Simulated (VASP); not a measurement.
Set up this calculation in VASP 6.6.1, as the native input.

```
Task                   : relaxation of cell and atoms
Functional             : PBEsol
Potentials or basis    : VASP PAW PBE potentials, release 64 (Na_pv, Nb_sv, Se)
Cutoff                 : 600 eV
k mesh                 : 4 × 4 × 4
Occupations            : fermi-dirac, width 0.03 eV
Spin                   : no spin polarisation
Dipole correction      : no
Further INCAR settings : ALGO = Normal; EDIFF = 1e-06; IBRION = 2; EDIFFG = -0.01; NSW = 100; ISIF = 3
```

The structure of NaNbSe3 lies in POSCAR:

```
NaNbSe3
1.0
    4.9897673200      0.0000000000      0.0000000000
    0.0000000000      4.9897673200      0.0000000000
    0.0000000000      0.0000000000      4.9897673200
Na Nb Se
1 1 3
Direct
    0.0000000000      0.0000000000      0.0000000000
    0.5000000000      0.5000000000      0.5000000000
    0.0000000000      0.5000000000      0.5000000000
    0.5000000000      0.0000000000      0.5000000000
    0.5000000000      0.5000000000      0.0000000000
```

These files were run (other wordings do the same):

INCAR

```
SYSTEM = NaNbSe3
ALGO = Normal ; EDIFF = 1E-6
EDIFFG = -0.01 ; ENCUT = 600
GGA = PS ; IBRION = 2
ISIF = 3 ; ISMEAR = -1
LASPH = .TRUE. ; LCHARG = .FALSE.
LREAL = .FALSE. ; LWAVE = .FALSE.
NELM = 80 ; NSW = 100
PREC = Accurate ; SIGMA = 0.03
```

KPOINTS

```
k-points
0
G
  4 4 4
  0 0 0
```

Potentials or basis: VASP PAW PBE potentials, release 64 (Na_pv, Nb_sv, Se).

Launch:

```bash
$ cat potpaw_PBE.64/Na_pv/POTCAR potpaw_PBE.64/Nb_sv/POTCAR potpaw_PBE.64/Se/POTCAR > POTCAR
$ mpirun -np 1 vasp_std > vasp.out
```

It gave:

The relaxed volume is 25.37 Å³/atom and the relaxed cell is a = 5.025 Å, b = 5.025 Å, c = 5.025 Å, α = 90.00°, β = 90.00°, γ = 90.00°. The space group after relaxing (to 0.1 Å) is Pm-3m (No. 221) and the energy gained by relaxing is 2.5 meV/atom. The ionic steps are 3, the pressure after relaxing is 0.0 GPa and the band gap on the k mesh is zero (bands 19 and 20 overlap by 0.99 eV).

Caveat: the PAW data sets were made with another functional, which shifts forces and pressure a little.

Run time: 2.6 min on 1 thread of AMD EPYC 7R43 64-Core Processor (Zen 3), on a shared host, peak memory 0.22 GiB.
